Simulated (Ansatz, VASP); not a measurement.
## Two plane-wave programs on Sn

File INCAR:

```
PREC = Accurate ; ENCUT = 520
EDIFF = 1E-6 ; ISMEAR = 0
SIGMA = 0.027000000000000003 ; LREAL = False
LASPH = True ; NELM = 80
ALGO = Fast ; ISIF = 2
LWAVE = False ; LCHARG = False
GGA = PE ; NBANDS = 21
```

KPOINTS

```
Automatic mesh
0
Gamma
  9 9 9
```

The input POSCAR:

```
Sn
1.0
   -2.9401404553      2.9401404553      1.5993019889
    2.9401404553     -2.9401404553      1.5993019889
    2.9401404553      2.9401404553     -1.5993019889
Sn
2
Direct
    0.0000000000      0.0000000000      0.0000000000
    0.7500000000      0.2500000000      0.5000000000
```

input.yaml

```yaml
crystal:
  lattice:
    - [-2.9401404553, 2.9401404553, 1.5993019889]
    - [2.9401404553, -2.9401404553, 1.5993019889]
    - [2.9401404553, 2.9401404553, -1.5993019889]
  atoms:
    - { symbol: Sn, position: [0.0, 0.0, 0.0] }
    - { symbol: Sn, position: [0.75, 0.25, 0.5] }
hamiltonian:
  xc: pbe
  pseudopotentials: { kind: paw }
kpoints:
  mp_grid: { grid: [9, 9, 9] }
scf:
  occupations: { method: gaussian, width: 0.027 }
output:
  forces: true
  stress: true
  eigenvalues: true
  write_density: true
  write_potential: true
  elf: true
  volumetric_format: npy
```

Alike in both runs: task single point; functional PBE; k mesh 9 × 9 × 9; occupations gaussian, width 0.027 eV; no spin polarisation.

|  | VASP | Ansatz |
| --- | --- | --- |
| version | VASP 6.6.1 | Ansatz 0.2.0 |
| potentials or method | VASP PAW PBE potentials, release 64 (Sn_d) | Ansatz PAW |
| plane-wave cutoff (eV) | 520 | 420 |
| valence electrons in the cell | 28 | 28 |

|  | VASP | Ansatz | Ansatz less VASP |
| --- | --- | --- | --- |
| gap on the k mesh at the Fermi level (eV) | none | none | - |
| pressure (GPa) | 1.4 | 1.4 | +0.06 |
| traceless stress, the component that is largest in VASP (GPa) | -0.20 | -0.20 | +0.005 |

A gap of «none» marks a metal or a gap that the smearing closes. The functional is the same, so the differences come from potentials, cutoffs and numerics.
